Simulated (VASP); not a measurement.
# TaN (P-62m) in VASP: a series of runs

TaN is run at these levels: PBEsol; tasks: single point.

Program: VASP 6.6.1. These are calculated values, not measurements. Logs are shortened: lines on timing, memory, paths and dates and some standing lists are left out, and cuts for length are marked.

## (1) The cell of the first run

It takes space group P-62m (No. 189, hexagonal). The conventional cell has a = 5.196 Å, b = 5.196 Å, c = 2.911 Å, α = 90.00°, β = 90.00°, γ = 120.00°. Within 2.9 Å of Ta (site symmetry -6) lie 6 N at 2.16 Å. Within 2.7 Å of Ta (site symmetry -62m) lie 3 N at 2.04 Å. Within 2.7 Å of N (site symmetry m2m) lie 5 Ta at 2.04 to 2.16 Å.

## (2) Single point, PBEsol

INCAR

```
SYSTEM = TaN
PREC = Accurate
ENCUT = 520
EDIFF = 1E-6
ISMEAR = 1
SIGMA = 0.5
LREAL = .False.
LASPH = .True.
NELM = 60
ALGO = Normal
ISIF = 2
LWAVE = .False.
LCHARG = .False.
GGA = PS
NBANDS = 33
```

KPOINTS

```
regular mesh
0
Gamma
  6 6 9
  0 0 0
```

POSCAR

```
TaN
1.0
    5.1960000000      0.0000000000      0.0000000000
   -2.5980000000      4.4998680000      0.0000000000
    0.0000000000      0.0000000000      2.9110000000
Ta N
3 3
Direct
    0.3333333333      0.6666666667      0.5000000000
    0.6666666667      0.3333333333      0.5000000000
    0.0000000000      0.0000000000      0.0000000000
    0.3928500000      0.0000000000      0.0000000000
    0.6071500000      0.6071500000      0.0000000000
    0.0000000000      0.3928500000      0.0000000000
```

Potentials or basis: VASP PAW PBE potentials, release 64 (Ta_pv, N).

Started as:

```bash
$ cat potpaw_PBE.64/Ta_pv/POTCAR potpaw_PBE.64/N/POTCAR > POTCAR
$ mpirun -np 1 vasp_std > vasp.out
```

OUTCAR:

```text
SYSTEM = TaN
   PREC = Accurate
   ENCUT = 520
   EDIFF = 1E-6
   ISMEAR = 1
   LREAL = .False.
   LASPH = .True.
   NELM = 60
   ISIF = 2
   GGA = PS

 ion  position               nearest neighbor table
   1  0.333  0.667  0.500-   5 2.16   5 2.16   6 2.16   6 2.16   4 2.16   4 2.16   2 3.00   2 3.00
                             2 3.00   3 3.33   3 3.33   3 3.33   3 3.33   3 3.33   3 3.33
   2  0.667  0.333  0.500-   6 2.16   6 2.16   4 2.16   4 2.16   5 2.16   5 2.16   1 3.00   1 3.00
                             1 3.00   3 3.33   3 3.33   3 3.33   3 3.33   3 3.33   3 3.33
   3  0.000  0.000  0.000-   4 2.04   5 2.04   6 2.04   2 3.33   1 3.33   1 3.33   2 3.33   2 3.33
                             2 3.33   1 3.33   1 3.33   2 3.33   2 3.33   1 3.33   1 3.33
   4  0.393  0.000  0.000-   3 2.04   1 2.16   1 2.16   2 2.16   2 2.16
   5  0.607  0.607  0.000-   3 2.04   1 2.16   1 2.16   2 2.16   2 2.16
   6  0.000  0.393  0.000-   3 2.04   2 2.16   2 2.16   1 2.16   1 2.16

  LATTYP: Found a hexagonal cell.
 ALAT       =     5.1960000000
 C/A-ratio  =     0.5602386451

  Lattice vectors:

 A1 = (   5.1960000000,   0.0000000000,   0.0000000000)
 A2 = (  -2.5980000000,   4.4998680000,   0.0000000000)
 A3 = (   0.0000000000,   0.0000000000,   2.9110000000)

Analysis of symmetry for initial positions (statically):
=====================================================================
 Subroutine PRICEL returns:
 Original cell was already a primitive cell.

 Routine SETGRP: Setting up the symmetry group for a
 hexagonal supercell.

 Subroutine GETGRP returns: Found 12 space group operations
 (whereof 12 operations were pure point group operations)
 out of a pool of 24 trial point group operations.

The static configuration has the point symmetry D_3h.

Analysis of symmetry for dynamics (positions and initial velocities):
=====================================================================
 Subroutine PRICEL returns:
 Original cell was already a primitive cell.

 Routine SETGRP: Setting up the symmetry group for a
 hexagonal supercell.

 Subroutine GETGRP returns: Found 12 space group operations
 (whereof 12 operations were pure point group operations)
 out of a pool of 24 trial point group operations.

The dynamic configuration has the point symmetry D_3h.

 Subroutine INISYM returns: Found 12 space group operations
 (whereof 12 operations are pure point group operations),
 and found     1 'primitive' translations

----------------------------------------------------------------------------------------

                                     Primitive cell

  volume of cell :      68.0630

  direct lattice vectors                    reciprocal lattice vectors
     5.196000000  0.000000000  0.000000000     0.192455735  0.111114370  0.000000000
    -2.598000000  4.499868000  0.000000000     0.000000000  0.222228741  0.000000000
     0.000000000  0.000000000  2.911000000     0.000000000  0.000000000  0.343524562

  length of vectors
     5.196000000  5.196000002  2.911000000     0.222228741  0.222228741  0.343524562

  position of ions in fractional coordinates (direct lattice)
     0.333333333  0.666666667  0.500000000
     0.666666667  0.333333333  0.500000000
     0.000000000  0.000000000  0.000000000
     0.392850000  0.000000000  0.000000000
     0.607150000  0.607150000  0.000000000
     0.000000000  0.392850000  0.000000000

  ion indices of the primitive-cell ions
   primitive index   ion index
                 1           1
                 2           2
                 3           3
                 4           4
                 5           5
                 6           6

----------------------------------------------------------------------------------------

 KPOINTS: regular mesh

Automatic generation of k-mesh.
 Grid dimensions read from file:
 generate k-points for:    6    6    9

 Generating k-lattice:

  Cartesian coordinates                     Fractional coordinates (reciprocal lattice)
     0.032075956  0.018519062  0.000000000     0.166666667  0.000000000  0.000000000
     0.000000000  0.037038123  0.000000000     0.000000000  0.166666667  0.000000000
     0.000000000  0.000000000  0.038169396     0.000000000  0.000000000  0.111111111

  Length of vectors
     0.037038124  0.037038123  0.038169396

  Shift w.r.t. Gamma in fractional coordinates (k-lattice)
     0.000000000  0.000000000  0.000000000

 Subroutine IBZKPT returns following result:
 ===========================================

 Found     35 irreducible k-points:

 Following reciprocal coordinates:
            Coordinates               Weight
  0.000000  0.000000  0.000000      1.000000
  0.166667  0.000000  0.000000      6.000000
  0.333333 -0.000000  0.000000      6.000000
  0.500000  0.000000  0.000000      3.000000
  0.166667  0.166667  0.000000      6.000000
  0.333333  0.166667  0.000000     12.000000
[... 16 lines left out ...]
  0.166667  0.000000  0.333333     12.000000
  0.333333 -0.000000  0.333333     12.000000
 [... further k-points ...]
   k-points           NKPTS =     35   k-points in BZ     NKDIM =     35   number of bands    NBANDS=     33
   number of dos      NEDOS =    301   number of ions     NIONS =      6
   total plane-waves  NPLWV =  38400
   dimension x,y,z NGX =    40 NGY =   40 NGZ =   24
   dimension x,y,z NGXF=    80 NGYF=   80 NGZF=   48
   ions per type =               3   3
   NGX,Y,Z   is equivalent  to a cutoff of  12.80, 12.80, 13.71 a.u.
   NGXF,Y,Z  is equivalent  to a cutoff of  25.60, 25.60, 27.41 a.u.
 SYSTEM =  TaN
   PREC   = accura    normal or accurate (medium, high low for compatibility)
   ISTART =      0    job   : 0-new  1-cont  2-samecut
   ICHARG =      2    charge: 1-file 2-atom 10-const
   ISPIN  =      1    spin polarized calculation?
   LNONCOLLINEAR =      F non collinear calculations
   LSORBIT =      F    spin-orbit coupling
   LASPH  =      T    aspherical Exc in radial PAW
   ENCUT  =  520.0 eV  38.22 Ry    6.18 a.u.   9.66  9.66  5.41*2*pi/ulx,y,z
   NELM   =     60;   NELMIN=  2; NELMDL= -5     # of ELM steps
   EDIFF  = 0.1E-05   stopping-criterion for ELM
   LREAL  =      F    real-space projection
   EDIFFG = 0.1E-04   stopping-criterion for IOM
   NSW    =      0    number of steps for IOM
   IBRION =     -1    ionic relax: 0-MD 1-quasi-New 2-CG
   NFREE  =      0    steps in history (QN), initial steepest desc. (CG)
   ISIF   =      2    stress and relaxation
   ISYM   =      2    0-nonsym 1-usesym 2-fastsym
   POTIM  = 0.5000    time-step for ionic-motion
   TEBEG  =    0.0;   TEEND  =   0.0 temperature during run
   PSTRESS=    0.0 pullay stress
   NELECT =      48.0000    total number of electrons
   NUPDOWN=      -1.0000    fix difference up-down
   EMIN   =  10.00;   EMAX   =-10.00  energy-range for DOS
   EFERMI =   0.00;   METHOD = LEGACY
   ISMEAR =     1;   SIGMA  =   0.50  broadening in eV -4-tet -1-fermi 0-gaus
   EFERMI_NEDOS =   21; number of points for ismear=-14 and -15
   IALGO  =     38    algorithm
   IMIX   =      4    mixing-type and parameters
     AMIX     =   0.40;   BMIX     =  1.00
     AMIX_MAG =   1.60;   BMIX_MAG =  1.00
  volume/ion in A,a.u.               =      11.34        76.55
  Fermi-wavevector in a.u.,A,eV,Ry     =   1.457197  2.753703 28.890916  2.123422
  Thomas-Fermi vector in A             =   2.574026
   LORBIT       =      0    0 simple, 1 ext, 2 COOP (PROOUT), +10 PAW based schemes
   GGA     = PS    functional components
   LHFCALC =     F    Hartree Fock is set to
   AEXX    =    0.0000 exact exchange contribution
   IVDW    =     0    specifies the selected vdW correction
   LEPSILON=     F    determine dielectric tensor
   LRPA    =     F    only Hartree local field effects (RPA)
 non-spin polarized calculation
 Methfessel and Paxton  Order N= 1 SIGMA  =   0.50
  energy-cutoff  :      520.00
  volume of cell :       68.06
 maximum number of plane-waves:      1847
 NGX is ok and might be reduce to    40
   NGX = 19   NGY = 19   NGZ = 11

 number of electron      48.0000002 magnetization

 Free energy of the ion-electron system (eV)
  ---------------------------------------------------
  ext. energy  EPLUGINS =         0.00000000
  ---------------------------------------------------
  free energy    TOTEN  =       -71.43098305 eV

  energy without entropy =      -71.44582975  energy(sigma->0) =      -71.43593195

 E-fermi :   8.1759     XC(G=0): -13.1611

 val. band max:        8.1629976883   @ k =   0.1667   0.0000   0.2222
 cond. band min:       8.2700567018   @ k =   0.1667   0.0000   0.0000
 fundamental gap:      0.1070590135
 Fermi energy:         8.1759345873

 k-point     1 :       0.0000    0.0000    0.0000
  band No.  band energies     occupation
      1     -28.0039      2.00000
      2     -28.0039      2.00000
      3     -27.6492      2.00000
      4     -27.6492      2.00000
      5     -27.4756      2.00000
      6     -27.3675      2.00000
[... 25 lines left out ...]
     32      11.3485     -0.00000
     33      11.3485     -0.00000

 k-point     2 :       0.1667    0.0000    0.0000
  band No.  band energies     occupation
      1     -28.0266      2.00000
      2     -27.9966      2.00000
      3     -27.6308      2.00000
      4     -27.6195      2.00000
      5     -27.4687      2.00000
      6     -27.3737      2.00000
[... 25 lines left out ...]
     32      11.2876     -0.00000
     33      11.5553     -0.00000

 k-point     3 :       0.3333   -0.0000    0.0000
  band No.  band energies     occupation
      1     -28.0650      2.00000
      2     -27.9508      2.00000
      3     -27.6515      2.00000
      4     -27.5662      2.00000
      5     -27.4515      2.00000
      6     -27.3899      2.00000
[... 25 lines left out ...]
     32      12.0189     -0.00000
     33      12.0943     -0.00000

 k-point     4 :       0.5000    0.0000    0.0000
  band No.  band energies     occupation
      1     -28.0818      2.00000
      2     -27.8957      2.00000
      3     -27.7112      2.00000
      4     -27.5410      2.00000
      5     -27.4377      2.00000
      6     -27.4030      2.00000
[... 673 lines left out ...]
     32      11.6210     -0.00000
     33      12.3561     -0.00000

 k-point    23 :       0.1667    0.0000    0.3333
  band No.  band energies     occupation
      1     -28.1230      2.00000
      2     -27.9647      2.00000
      3     -27.9042      2.00000
      4     -27.8764      2.00000
      5     -27.5348      2.00000
      6     -27.5088      2.00000
[... 25 lines left out ...]
     32      11.6487     -0.00000
     33      12.8115     -0.00000

 k-point    24 :       0.3333   -0.0000    0.3333
  band No.  band energies     occupation
      1     -28.1084      2.00000
      2     -27.9936      2.00000
      3     -27.9258      2.00000
      4     -27.8352      2.00000
      5     -27.5748      2.00000
      6     -27.4811      2.00000
[... 25 lines left out ...]
     32      11.8842     -0.00000
     33      13.2278     -0.00000

 [... further k-points ...]
[... 5 lines left out ...]
  --------------------------------------------------------------------------------------
  -------------------------------------------------------------------------------------
  Total       -0.9905439     -0.9905439     -1.8275059      0.0000000      0.0000000      0.0000000
  in kB      -23.3170284    -23.3170284    -43.0187949      0.0000000      0.0000000      0.0000000
  external PRESSURE =     -29.8842839 kB  Pullay stress =       0.0000000 kB

 VOLUME and BASIS-vectors are now :
 -----------------------------------------------------------------------------
  energy-cutoff  :      520.00
  volume of cell :       68.06
      direct lattice vectors                 reciprocal lattice vectors
     5.196000000  0.000000000  0.000000000     0.192455735  0.111114370  0.000000000
    -2.598000000  4.499868000  0.000000000     0.000000000  0.222228741  0.000000000
     0.000000000  0.000000000  2.911000000     0.000000000  0.000000000  0.343524562

 POSITION                                       TOTAL-FORCE (eV/Angst)
 -----------------------------------------------------------------------------------
     -0.00000      2.99991      1.45550         0.000000      0.000000     -0.000000
      2.59800      1.49996      1.45550         0.000000      0.000000     -0.000000
      0.00000      0.00000      0.00000         0.000000      0.000000     -0.000000
      2.04125      0.00000      0.00000         0.029319      0.000000      0.000000
      1.57738      2.73209      0.00000        -0.014660     -0.025391     -0.000000
     -1.02062      1.76777      0.00000        -0.014660      0.025391     -0.000000
 -----------------------------------------------------------------------------------
    total drift:                               -0.000002     -0.000003      0.000000

  FREE ENERGIE OF THE ION-ELECTRON SYSTEM (eV)
  ---------------------------------------------------
  free  energy   TOTEN  =       -71.4309830536 eV

  energy  without entropy=      -71.4458297516  energy(sigma->0) =      -71.43593195
```

Run time: 1.9 min. Hardware: 1 thread of AMD EPYC 7R43 (Zen 3), shared host; peak memory 0.18 GiB.

What came out:

```yaml
Free_energy: -71.4310 eV
Pressure: -3.0 GPa
Largest_force: 0.029 eV/Å
Band_gap_on_the_k_mesh: zero (band 24 reaches 9.94 eV, above the bottom of band 25 at 6.83 eV)
```

Forces on the atoms (eV/Å):
```
Ta   0.000  0.000  0.000
Ta   0.000  0.000  0.000
Ta   0.000  0.000  0.000
N    0.029  0.000  0.000
N   -0.015 -0.025  0.000
N   -0.015  0.025  0.000
```

Caveat: the PAW data sets were made with another functional, which shifts forces and pressure a little; spin-orbit coupling is left out, which moves the levels of the heavy elements.

## (3) Single point, PBEsol

INCAR

```
SYSTEM = TaN
PREC = Accurate
ENCUT = 520
EDIFF = 1E-6
ISMEAR = 1
SIGMA = 0.3
LREAL = .FALSE.
LASPH = .TRUE.
NELM = 60
ALGO = Normal
ISIF = 2
LWAVE = .FALSE.
LCHARG = .TRUE.
GGA = PS
LELF = .TRUE.
LVHAR = .TRUE.
NBANDS = 33
```

KPOINTS

```
regular mesh
0
G
  6 6 9
  0 0 0
```

POSCAR is that of step 2.

Potentials or basis: VASP PAW PBE potentials, release 64 (Ta_pv, N).

Started as:

```bash
$ cat potpaw_PBE.64/Ta_pv/POTCAR potpaw_PBE.64/N/POTCAR > POTCAR
$ mpirun -np 1 vasp_std > vasp.out
```

Run time: 2 min. Hardware: 1 thread of AMD EPYC 7R43 (Zen 3), shared host; peak memory 0.18 GiB.

Results (log left out):

```yaml
Free_energy: -71.4342 eV
Pressure: -3.0 GPa
Largest_force: 0.029 eV/Å
Band_gap_on_the_k_mesh: zero (band 24 reaches 9.93 eV, above the bottom of band 25 at 6.83 eV)
```

Forces on the atoms (eV/Å):
```
Ta   0.000  0.000  0.000
Ta   0.000  0.000  0.000
Ta   0.000  0.000  0.000
N    0.029  0.000  0.000
N   -0.014 -0.025  0.000
N   -0.014  0.025  0.000
```

Stress tensor (GPa, compression positive):
```
-2.34  0.00  0.00
 0.00 -2.34  0.00
 0.00  0.00 -4.25
```

Levels at points of the mesh, in eV from the Fermi level:
```csv
k point,band 22,band 23,band 24,band 25,band 26,band 27
"(0.00, 0.00, 0.00)",-3.29,-1.90,-0.89,-0.89,0.59,0.59
"(0.50, 0.00, 0.00)",-3.84,-2.82,-2.61,1.23,1.81,1.94
```

Caveat: the PAW data sets were made with another functional, which shifts forces and pressure a little; spin-orbit coupling is left out, which moves the levels of the heavy elements.

## (4) Single point, PBEsol

INCAR

```
PREC = Accurate
ENCUT = 520
EDIFF = 1E-6
ISMEAR = 1
SIGMA = 0.2
LREAL = F
LASPH = T
NELM = 100
ALGO = Normal
ISIF = 2
LWAVE = F
LCHARG = F
GGA = PS
NBANDS = 33
```

KPOINTS

```
regular mesh
0
Gamma
  6 6 9
```

POSCAR is that of step 3.

Started as:

```bash
$ cat potpaw_PBE.64/Ta_pv/POTCAR potpaw_PBE.64/N/POTCAR > POTCAR
$ mpirun -np 1 vasp_std > vasp.out
```

Run time: 1.9 min. Hardware: 1 thread of AMD EPYC 7R43 (Zen 3), shared host; peak memory 0.18 GiB.

The run converged. Its results:

```
Free energy            : -71.4346 eV
Pressure               : -3.0 GPa
Largest force          : 0.026 eV/Å
Band gap on the k mesh : zero (band 24 reaches 9.93 eV, above the bottom of band 25 at 6.83 eV)
```

Forces in eV/Å, atoms in the order of the input:
```
Ta   0.000  0.000  0.000
Ta   0.000  0.000  0.000
Ta   0.000  0.000  0.000
N    0.026  0.000  0.000
N   -0.013 -0.022  0.000
N   -0.013  0.022  0.000
```

Stress tensor (GPa, compression positive):
```
-2.34  0.00  0.00
 0.00 -2.34  0.00
 0.00  0.00 -4.22
```

Levels at points of the mesh, in eV from the Fermi level:
| k point | band 20 | band 21 | band 22 | band 23 | band 24 | band 25 | band 26 | band 27 | band 28 | band 29 |
| --- | --- | --- | --- | --- | --- | --- | --- | --- | --- | --- |
| (0.00, 0.00, 0.00) | -5.00 | -4.22 | -3.29 | -1.90 | -0.89 | -0.89 | 0.59 | 0.59 | 1.86 | 1.94 |
| (0.50, 0.00, 0.00) | -4.58 | -3.86 | -3.84 | -2.82 | -2.62 | 1.22 | 1.81 | 1.94 | 2.43 | 2.44 |

Caveat: the PAW data sets were made with another functional, which shifts forces and pressure a little; spin-orbit coupling is left out, which moves the levels of the heavy elements.

(Continued in part 2 of 2.)
